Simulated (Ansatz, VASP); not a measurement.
Two plane-wave programs on V

File INCAR:

```
SYSTEM = V
PREC = Accurate
ENCUT = 520
EDIFF = 1E-7
ISMEAR = 0
SIGMA = 0.1
LREAL = .False.
LASPH = .True.
NELM = 150
ALGO = Normal
ISIF = 2
LWAVE = .False.
LCHARG = .False.
ISPIN = 2
MAGMOM = 2
LORBIT = 11
LMAXMIX = 4
GGA = PS
NBANDS = 16
```

File KPOINTS:

```
regular mesh
0
Gamma
  8 8 8
  0 0 0
```

The input POSCAR:

```
V
1.0
    2.4398711703      0.0000000000      0.0000000000
    0.0000000000      2.4398711703      0.0000000000
    0.0000000000      0.0000000000      2.4398711703
V
1
Direct
    0.0000000000      0.0000000000      0.0000000000
```

Input for Ansatz:

```yaml
crystal:
  lattice:
    - [2.4398711703, 0.0, 0.0]
    - [0.0, 2.4398711703, 0.0]
    - [0.0, 0.0, 2.4398711703]
  atoms:
    - { symbol: V, position: [0.0, 0.0, 0.0], spin: 2.0 }
basis:
  ecutwfc: 420
kpoints:
  mp_grid: { grid: [8, 8, 8] }
hamiltonian:
  xc: pbesol
scf:
  occupations: { method: gaussian, width: 0.1 }
  lower_state_search: "off"
output:
  forces: true
  stress: true
  eigenvalues: true
  populations: true
magnetization:
  spin_polarized: true
```

Alike in both runs: task single point; functional PBEsol; k mesh 8 × 8 × 8; occupations gaussian, width 0.1 eV; collinear spin.

|  | VASP | Ansatz |
| --- | --- | --- |
| version | VASP 6.6.1 | Ansatz 0.2.0 |
| potentials or method | VASP PAW PBE potentials, release 64 (V_sv), cutoff 520 eV | scalar-relativistic, plane waves, PAW |
| valence electrons in the cell | 13 | 13 |

```tsv
	VASP	Ansatz	Ansatz less VASP
gap on the k mesh at the Fermi level (eV)	none	none	-
pressure (GPa)	-5.9	-6.2	-0.29
net moment per atom (μB)	0.00	0.00	0.000
```

VASP's potentials were made for PBE, not for PBEsol. A gap of «none» marks a metal or a gap that the smearing closes. With one functional, cell and mesh, what is left measures potentials, basis and numerics. Ansatz's warnings: seeded moment not kept.
